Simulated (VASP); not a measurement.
# BC5 (P-6m2) in VASP: further runs

The runs below take BC5 through single point, relaxation of cell and atoms, with PBE.

Program: VASP 6.6.1. These are calculated values, not measurements. Logs are shortened: lines on timing, memory, paths and dates and some standing lists are left out, and cuts for length are marked.

## 1. The cell of the first run

Symmetry: P-6m2, No. 187, hexagonal system. The conventional cell has a = 2.614 Å, b = 2.614 Å, c = 13.491 Å, α = 90.00°, β = 90.00°, γ = 120.00°. B (site symmetry -6m2) has 6 C at 1.66 Å within 2.2 Å. C (site symmetry 3m) has 1 C at 1.38 Å and 3 B at 1.66 Å within 1.8 Å. Within 2.1 Å of C (site symmetry 3m) lie 4 C at 1.61 to 1.71 Å. C (site symmetry -6m2) has 6 C at 1.71 Å within 2.3 Å.

The cell was generated, and may not be a known phase.

## 2. Single point, PBE

File INCAR:

```
  PREC = Accurate
  ENCUT = 520
  EDIFF = 1E-6
  ISMEAR = 0
  SIGMA = 0.1
  LREAL = False
  LASPH = True
  NELM = 100
  ALGO = Normal
  ISIF = 2
  LWAVE = False
  LCHARG = True
  GGA = PE
  LELF = True
  LVHAR = True
  NBANDS = 20
```

File KPOINTS:

```
Automatic mesh
0
Gamma
  6 6 2
```

File POSCAR:

```
BC5
1.0
    2.6143690550     -0.0000000026      0.0000000000
   -1.3071845252      2.2641100178      0.0000000000
    0.0000000000      0.0000000000     13.4912636284
B C
1 5
Direct
    0.0000000000      0.0000000000      0.0000000000
    0.6666666667      0.3333333333      0.9488061056
    0.0000000000      0.0000000000      0.5597065985
    0.6666666667      0.3333333333      0.5000000000
    0.0000000000      0.0000000000      0.4402934015
    0.6666666667      0.3333333333      0.0511938944
```

Potentials or basis: VASP PAW PBE potentials, release 64 (B, C).

On the command line:

```console
cat potpaw_PBE.64/B/POTCAR potpaw_PBE.64/C/POTCAR > POTCAR
mpirun -np 1 vasp_std > vasp.out
```

OUTCAR:

```text
PREC = Accurate
   ENCUT = 520
   EDIFF = 1E-6
   ISMEAR = 0
   LREAL = False
   LASPH = True
   NELM = 100
   ISIF = 2
   GGA = PE

 ion  position               nearest neighbor table
   1  0.000  0.000  0.000-   2 1.66   6 1.66   2 1.66   6 1.66   2 1.66   6 1.66
   2  0.667  0.333  0.949-   6 1.38   1 1.66   1 1.66   1 1.66
   3  0.000  0.000  0.560-   5 1.61   4 1.71   4 1.71   4 1.71
   4  0.667  0.333  0.500-   3 1.71   5 1.71   3 1.71   5 1.71   3 1.71   5 1.71
   5  0.000  0.000  0.440-   3 1.61   4 1.71   4 1.71   4 1.71
   6  0.667  0.333  0.051-   2 1.38   1 1.66   1 1.66   1 1.66

  LATTYP: Found a hexagonal cell.
 ALAT       =     2.6143690550
 C/A-ratio  =     5.1604281357

  Lattice vectors:

 A1 = (   2.6143690550,  -0.0000000026,   0.0000000000)
 A2 = (  -1.3071845252,   2.2641100178,   0.0000000000)
 A3 = (   0.0000000000,   0.0000000000,  13.4912636284)

Analysis of symmetry for initial positions (statically):
=====================================================================
 Subroutine PRICEL returns:
 Original cell was already a primitive cell.

 Routine SETGRP: Setting up the symmetry group for a
 hexagonal supercell.

 Subroutine GETGRP returns: Found 12 space group operations
 (whereof 12 operations were pure point group operations)
 out of a pool of 24 trial point group operations.

The static configuration has the point symmetry D_3h.

Analysis of symmetry for dynamics (positions and initial velocities):
=====================================================================
 Subroutine PRICEL returns:
 Original cell was already a primitive cell.

 Routine SETGRP: Setting up the symmetry group for a
 hexagonal supercell.

 Subroutine GETGRP returns: Found 12 space group operations
 (whereof 12 operations were pure point group operations)
 out of a pool of 24 trial point group operations.

The dynamic configuration has the point symmetry D_3h.

 Subroutine INISYM returns: Found 12 space group operations
 (whereof 12 operations are pure point group operations),
 and found     1 'primitive' translations

----------------------------------------------------------------------------------------

                                     Primitive cell

  volume of cell :      79.8577

  direct lattice vectors                    reciprocal lattice vectors
     2.614369055 -0.000000003  0.000000000     0.382501468  0.220837325  0.000000000
    -1.307184525  2.264110018  0.000000000     0.000000000  0.441674650  0.000000000
[... 87 lines left out ...]
   NFREE  =      0    steps in history (QN), initial steepest desc. (CG)
   ISIF   =      2    stress and relaxation
   ISYM   =      2    0-nonsym 1-usesym 2-fastsym
   POTIM  = 0.5000    time-step for ionic-motion
   TEBEG  =    0.0;   TEEND  =   0.0 temperature during run
   PSTRESS=    0.0 pullay stress
   NELECT =      23.0000    total number of electrons
   NUPDOWN=      -1.0000    fix difference up-down
   EMIN   =  10.00;   EMAX   =-10.00  energy-range for DOS
   EFERMI =   0.00;   METHOD = LEGACY
   ISMEAR =     0;   SIGMA  =   0.10  broadening in eV -4-tet -1-fermi 0-gaus
   EFERMI_NEDOS =   21; number of points for ismear=-14 and -15
   IALGO  =     38    algorithm
   IMIX   =      4    mixing-type and parameters
     AMIX     =   0.40;   BMIX     =  1.00
     AMIX_MAG =   1.60;   BMIX_MAG =  1.00
  volume/ion in A,a.u.               =      13.31        89.82
  Fermi-wavevector in a.u.,A,eV,Ry     =   1.081131  2.043042 15.903099  1.168845
  Thomas-Fermi vector in A             =   2.217140
   LORBIT       =      0    0 simple, 1 ext, 2 COOP (PROOUT), +10 PAW based schemes
   GGA     = PE    functional components
   LHFCALC =     F    Hartree Fock is set to
   AEXX    =    0.0000 exact exchange contribution
   IVDW    =     0    specifies the selected vdW correction
   LEPSILON=     F    determine dielectric tensor
   LRPA    =     F    only Hartree local field effects (RPA)
 non-spin polarized calculation
 Gauss-broadening in eV      SIGMA  =   0.10
  energy-cutoff  :      520.00
  volume of cell :       79.86
 maximum number of plane-waves:      2187
 NGX is ok and might be reduce to    20
   NGX =  9   NGY =  9   NGZ = 51

 number of electron      23.0000001 magnetization

 Free energy of the ion-electron system (eV)
  ---------------------------------------------------
  ext. energy  EPLUGINS =         0.00000000
  ---------------------------------------------------
  free energy    TOTEN  =       -39.86637569 eV

  energy without entropy =      -39.83783718  energy(sigma->0) =      -39.85210644

 E-fermi :   0.6798     XC(G=0):  -7.8412

 val. band max:        0.6228193583   @ k =   0.3333   0.3333   0.5000
 cond. band min:       0.7016239290   @ k =   0.3333   0.1667   0.0000
 fundamental gap:      0.0788045707
 Fermi energy:         0.6798293571

 k-point     1 :       0.0000    0.0000    0.0000
  band No.  band energies     occupation
      1     -21.8370      2.00000
      2     -19.2469      2.00000
      3     -11.7507      2.00000
      4      -8.8864      2.00000
      5      -4.1799      2.00000
      6      -4.0258      2.00000
[... 311 lines left out ...]
     19      10.5416      0.00000
     20      13.1548      0.00000

------------------------ aborting loop because EDIFF is reached ----------------------------------------

  FORCE on cell =-STRESS in cart. coord.  units (eV):
  Direction    XX          YY          ZZ          XY          YZ          ZX
  --------------------------------------------------------------------------------------
  -------------------------------------------------------------------------------------
  Total       -0.0473430     -0.0473430      0.1781570     -0.0000000      0.0000000     -0.0000000
  in kB       -0.9498372     -0.9498372      3.5743441     -0.0000000      0.0000000     -0.0000000
  external PRESSURE =       0.5582232 kB  Pullay stress =       0.0000000 kB

 VOLUME and BASIS-vectors are now :
 -----------------------------------------------------------------------------
  energy-cutoff  :      520.00
  volume of cell :       79.86
      direct lattice vectors                 reciprocal lattice vectors
     2.614369055 -0.000000003  0.000000000     0.382501468  0.220837325  0.000000000
    -1.307184525  2.264110018  0.000000000     0.000000000  0.441674650  0.000000000
     0.000000000  0.000000000 13.491263628     0.000000000  0.000000000  0.074122041

 POSITION                                       TOTAL-FORCE (eV/Angst)
 -----------------------------------------------------------------------------------
      0.00000      0.00000      0.00000         0.000000      0.000000      0.000000
      1.30718      0.75470     12.80059         0.000000      0.000000     -0.138604
      0.00000      0.00000      7.55115         0.000000     -0.000000      0.049526
      1.30718      0.75470      6.74563        -0.000000      0.000000      0.000000
      0.00000      0.00000      5.94011         0.000000     -0.000000     -0.049526
      1.30718      0.75470      0.69067         0.000000      0.000000      0.138604
 -----------------------------------------------------------------------------------
    total drift:                               -0.000000      0.000000      0.000000

  FREE ENERGIE OF THE ION-ELECTRON SYSTEM (eV)
  ---------------------------------------------------
  free  energy   TOTEN  =       -39.8663756941 eV

  energy  without entropy=      -39.8378371849  energy(sigma->0) =      -39.85210644
```

stdout:

```text
POSCAR found type information on POSCAR B C
 POSCAR found :  2 types and       6 ions
 scaLAPACK will be used
 LDA part: xc-table for (Slater+PW92), standard interpolation
 POSCAR, INCAR and KPOINTS ok, starting setup
 FFT: planning ... GRIDC
 FFT: planning ... GRID_SOFT
 FFT: planning ... GRID
 WAVECAR not read
 entering main loop
```

Wall time 42 s (1 thread of Intel Xeon 6975P-C (Granite Rapids), shared host); peak memory 0.18 GiB.

Results:

| Property | Result |
| --- | --- |
| Free energy | -39.8664 eV |
| Pressure | 0.1 GPa |
| Largest force | 0.139 eV/Å |
| Band gap on the k mesh | zero (an odd number of electrons rules out a gap without spin polarisation) |

Forces in eV/Å, atoms in the order of the input:
```
B    0.000  0.000  0.000
C    0.000  0.000 -0.139
C    0.000  0.000  0.050
C    0.000  0.000  0.000
C    0.000  0.000 -0.050
C    0.000  0.000  0.139
```

Levels at points of the mesh, in eV from the Fermi level:
| k point | band 9 | band 10 | band 11 | band 12 | band 13 | band 14 |
| --- | --- | --- | --- | --- | --- | --- |
| (0.00, 0.00, 0.00) | -2.58 | -2.58 | 1.43 | 1.99 | 3.53 | 3.53 |
| (0.50, 0.00, 0.00) | -4.96 | -2.92 | -2.14 | -0.77 | 0.99 | 1.86 |
| (0.00, 0.00, 0.50) | -2.58 | -2.58 | 1.44 | 1.99 | 3.53 | 3.53 |
| (0.50, 0.00, 0.50) | -4.96 | -2.92 | -2.14 | -0.77 | 0.99 | 1.86 |

Caveat: the k points lie up to 0.46 Å⁻¹ apart, too coarse for converged energies and pressures of a metal; this functional lacks dispersion, which binds layers or chains, so the pressure and a relaxed spacing across them are unreliable; an odd number of electrons without spin polarisation forces a metal; a magnetic or distorted state may lie lower.

## 3. Single point, PBE

This run uses another cell than the first one, of 15.95 Å³/atom.

File INCAR:

```
SYSTEM = BC5
PREC = Accurate
ENCUT = 520
EDIFF = 1E-7
ISMEAR = 0
SIGMA = 0.1
LREAL = .False.
LASPH = .True.
NELM = 100
ALGO = Normal
ISIF = 2
LWAVE = .False.
LCHARG = .False.
GGA = PE
NBANDS = 20
```

File KPOINTS:

```
regular mesh
0
Gamma
  6 6 2
  0 0 0
```

File POSCAR:

```
BC5
1.0
    2.8562756100      0.0000000000      0.0000000000
   -1.4281378000      2.4736072400      0.0000000000
    0.0000000000      0.0000000000     13.5477900500
B C
1 5
Direct
    0.0000000000      0.0000000000      0.0000000000
    0.6666666700      0.3333333300      0.8533704300
    0.0000000000      0.0000000000      0.6760535800
    0.6666666700      0.3333333300      0.5000000000
    0.0000000000      0.0000000000      0.3239464200
    0.6666666700      0.3333333300      0.1466295700
```

Potentials or basis: VASP PAW PBE potentials, release 64 (B, C).

On the command line:

```console
cat potpaw_PBE.64/B/POTCAR potpaw_PBE.64/C/POTCAR > POTCAR
mpirun -np 1 vasp_std > vasp.out
```

OUTCAR:

```text
SYSTEM = BC5
   PREC = Accurate
   ENCUT = 520
   EDIFF = 1E-7
   ISMEAR = 0
   LREAL = .False.
   LASPH = .True.
   NELM = 100
   ISIF = 2
   GGA = PE

 ion  position               nearest neighbor table
   1  0.000  0.000  0.000-
   2  0.667  0.333  0.853-
   3  0.000  0.000  0.676-
   4  0.667  0.333  0.500-
   5  0.000  0.000  0.324-
   6  0.667  0.333  0.147-

  LATTYP: Found a hexagonal cell.
 ALAT       =     2.8562756100
 C/A-ratio  =     4.7431662416

  Lattice vectors:

 A1 = (   2.8562756100,   0.0000000000,   0.0000000000)
 A2 = (  -1.4281378000,   2.4736072400,   0.0000000000)
 A3 = (   0.0000000000,   0.0000000000,  13.5477900500)

Analysis of symmetry for initial positions (statically):
=====================================================================
 Subroutine PRICEL returns:
 Original cell was already a primitive cell.

 Routine SETGRP: Setting up the symmetry group for a
 hexagonal supercell.

 Subroutine GETGRP returns: Found 12 space group operations
 (whereof 12 operations were pure point group operations)
 out of a pool of 24 trial point group operations.

The static configuration has the point symmetry D_3h.

Analysis of symmetry for dynamics (positions and initial velocities):
=====================================================================
 Subroutine PRICEL returns:
 Original cell was already a primitive cell.

 Routine SETGRP: Setting up the symmetry group for a
 hexagonal supercell.

 Subroutine GETGRP returns: Found 12 space group operations
 (whereof 12 operations were pure point group operations)
 out of a pool of 24 trial point group operations.

The dynamic configuration has the point symmetry D_3h.

 Subroutine INISYM returns: Found 12 space group operations
[... 111 lines left out ...]
   IALGO  =     38    algorithm
   IMIX   =      4    mixing-type and parameters
     AMIX     =   0.40;   BMIX     =  1.00
     AMIX_MAG =   1.60;   BMIX_MAG =  1.00
  volume/ion in A,a.u.               =      15.95       107.66
  Fermi-wavevector in a.u.,A,eV,Ry     =   1.017773  1.923312 14.093762  1.035862
  Thomas-Fermi vector in A             =   2.151193
   LORBIT       =      0    0 simple, 1 ext, 2 COOP (PROOUT), +10 PAW based schemes
   GGA     = PE    functional components
   LHFCALC =     F    Hartree Fock is set to
   AEXX    =    0.0000 exact exchange contribution
   IVDW    =     0    specifies the selected vdW correction
   LEPSILON=     F    determine dielectric tensor
   LRPA    =     F    only Hartree local field effects (RPA)
 non-spin polarized calculation
 Gauss-broadening in eV      SIGMA  =   0.10
  energy-cutoff  :      520.00
  volume of cell :       95.72
 maximum number of plane-waves:      2607
 NGX is ok and might be reduce to    24
   NGX = 11   NGY = 11   NGZ = 51

 number of electron      23.0000000 magnetization

 Free energy of the ion-electron system (eV)
  ---------------------------------------------------
  ext. energy  EPLUGINS =         0.00000000
  ---------------------------------------------------
  free energy    TOTEN  =       -19.97515125 eV

  energy without entropy =      -19.95963615  energy(sigma->0) =      -19.96739370

 E-fermi :   0.2026     XC(G=0):  -9.1568

 val. band max:        0.1720359639   @ k =   0.1667   0.1667   0.0000
 cond. band min:       0.2036475337   @ k =   0.3333   0.3333   0.0000
 fundamental gap:      0.0316115697
 Fermi energy:         0.2025805986

 k-point     1 :       0.0000    0.0000    0.0000
  band No.  band energies     occupation
      1     -11.1664      2.00000
      2     -10.6339      2.00000
      3     -10.5537      2.00000
      4      -9.3770      2.00000
      5      -8.7348      2.00000
      6      -5.8521      2.00000
[... 311 lines left out ...]
     19       1.8824      0.00000
     20       1.9251      0.00000

------------------------ aborting loop because EDIFF is reached ----------------------------------------

  FORCE on cell =-STRESS in cart. coord.  units (eV):
  Direction    XX          YY          ZZ          XY          YZ          ZX
  --------------------------------------------------------------------------------------
  -------------------------------------------------------------------------------------
  Total      -15.2462902    -15.2462902    -16.2677374     -0.0000000      0.0000000      0.0000000
  in kB     -255.1969336   -255.1969339   -272.2942199     -0.0000005      0.0000000      0.0000000
  external PRESSURE =    -260.8960291 kB  Pullay stress =       0.0000000 kB

 VOLUME and BASIS-vectors are now :
 -----------------------------------------------------------------------------
  energy-cutoff  :      520.00
  volume of cell :       95.72
      direct lattice vectors                 reciprocal lattice vectors
     2.856275610  0.000000000  0.000000000     0.350106270  0.202133948  0.000000000
    -1.428137800  2.473607240  0.000000000     0.000000000  0.404267898  0.000000000
     0.000000000  0.000000000 13.547790050     0.000000000  0.000000000  0.073812777

 POSITION                                       TOTAL-FORCE (eV/Angst)
 -----------------------------------------------------------------------------------
      0.00000      0.00000      0.00000        -0.000000      0.000000      0.000000
      1.42814      0.82454     11.56128        -0.000000      0.000000      1.230599
      0.00000      0.00000      9.15903        -0.000000      0.000000     -0.143751
      1.42814      0.82454      6.77390         0.000000     -0.000000      0.000000
      0.00000      0.00000      4.38876        -0.000000      0.000000      0.143751
      1.42814      0.82454      1.98651        -0.000000      0.000000     -1.230599
 -----------------------------------------------------------------------------------
    total drift:                               -0.000013      0.000007      0.000000

  FREE ENERGIE OF THE ION-ELECTRON SYSTEM (eV)
  ---------------------------------------------------
  free  energy   TOTEN  =       -19.9751512507 eV

  energy  without entropy=      -19.9596361484  energy(sigma->0) =      -19.96739370
```

OSZICAR:

```text
N       E                     dE             d eps       ncg     rms          rms(c)
DAV:   1     0.484500220090E+02    0.48450E+02   -0.94645E+03   560   0.951E+02
DAV:   2    -0.148548958455E+02   -0.63305E+02   -0.60016E+02   700   0.151E+02
DAV:   3    -0.199705271103E+02   -0.51156E+01   -0.47828E+01   772   0.344E+01
DAV:   4    -0.201635600114E+02   -0.19303E+00   -0.19120E+00   856   0.640E+00
DAV:   5    -0.201695161195E+02   -0.59561E-02   -0.59124E-02   884   0.989E-01    0.249E+00
DAV:   6    -0.201870706699E+02   -0.17555E-01   -0.17460E+00   988   0.382E+00    0.272E+00
DAV:   7    -0.200090955505E+02    0.17798E+00   -0.17920E+00   920   0.352E+00    0.116E+00
DAV:   8    -0.199834033757E+02    0.25692E-01   -0.24752E-01   772   0.212E+00    0.660E-01
DAV:   9    -0.199757289807E+02    0.76744E-02   -0.77821E-02   940   0.927E-01    0.307E-01
DAV:  10    -0.199746604064E+02    0.10686E-02   -0.11382E-02   988   0.420E-01    0.170E-01
DAV:  11    -0.199753556650E+02   -0.69526E-03   -0.29533E-03   780   0.267E-01    0.768E-02
DAV:  12    -0.199751498792E+02    0.20579E-03   -0.78807E-04   728   0.118E-01    0.181E-02
DAV:  13    -0.199751523704E+02   -0.24912E-05   -0.59498E-05   868   0.377E-02    0.582E-03
DAV:  14    -0.199751515598E+02    0.81055E-06   -0.61848E-06   880   0.110E-02    0.259E-03
DAV:  15    -0.199751512347E+02    0.32507E-06   -0.10754E-06   824   0.526E-03    0.116E-03
DAV:  16    -0.199751512507E+02   -0.15991E-07   -0.92092E-08   548   0.178E-03
   1 F= -.19975151E+02 E0= -.19967394E+02  d E =-.155151E-01
```

It took 40 s on 1 thread of Intel Xeon 6975P-C (Granite Rapids), shared host; peak memory 0.22 GiB.

Results:

| Quantity | Value |
| --- | --- |
| Free energy | -19.9752 eV |
| Pressure | -26.1 GPa |
| Largest force | 1.231 eV/Å |
| Band gap on the k mesh | zero (an odd number of electrons rules out a gap without spin polarisation) |

Forces on the atoms (eV/Å):
```
B    0.000  0.000  0.000
C    0.000  0.000  1.231
C    0.000  0.000 -0.144
C    0.000  0.000  0.000
C    0.000  0.000  0.144
C    0.000  0.000 -1.231
```

Stress tensor (GPa, compression positive):
```
-25.52   0.00   0.00
  0.00 -25.52   0.00
  0.00   0.00 -27.23
```

Caveat: the k points lie up to 0.42 Å⁻¹ apart, too coarse for converged energies and pressures of a metal; an odd number of electrons without spin polarisation forces a metal; a magnetic or distorted state may lie lower.

(Part 1 of 2 ends here.)

The gap in the log of VASP goes by the Fermi energy; the results here count the filled bands.